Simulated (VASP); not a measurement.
Here is a VASP 6.6.1 calculation.

The input INCAR:

```
ALGO     = Normal         # electronic algorithm
EDIFF    = 1E-6           # SCF threshold, eV
ENCUT    = 520            # plane-wave cutoff, eV
GGA      = PE             # functional
ISIF     = 2              # what is computed and relaxed
ISMEAR   = 0              # smearing method
LASPH    = T              # aspherical terms in the spheres
LCHARG   = T              # write CHGCAR
LELF     = T              # ELF
LREAL    = F              # projectors in reciprocal space
LVHAR    = T            
LWAVE    = F              # write WAVECAR
NBANDS   = 11             # bands
NELM     = 60             # most SCF steps
PREC     = Accurate       # precision mode
SIGMA    = 0.05           # smearing width, eV
```

KPOINTS

```
k-points
0
Gamma
  10 10 10
```

POSCAR

```
AlN
1.0
    0.0000000000      2.2562903708      2.2562903708
    2.2562903708      0.0000000000      2.2562903708
    2.2562903708      2.2562903708      0.0000000000
Al N
1 1
Direct
   -0.0114379721      0.0114379721      0.0114379721
    0.7720328468      0.7279671532      0.7279671532
```

Potentials or basis: VASP PAW PBE potentials, release 64 (Al, N).

Run with:

```bash
$ cat potpaw_PBE.64/Al/POTCAR potpaw_PBE.64/N/POTCAR > POTCAR
$ mpirun -np 1 vasp_std > vasp.out
```

(1) Predict the pressure.

(2) Estimate the largest force.

(3) Estimate the band gap on the k mesh.

## Answers

(1) -10.5 GPa.

(2) 1.625 eV/Å.

(3) 2.89 eV, indirect (least direct gap 2.97 eV).

Caveat: forces of over 1 eV/Å act on the atoms, so gaps and moduli don't describe the material at rest.
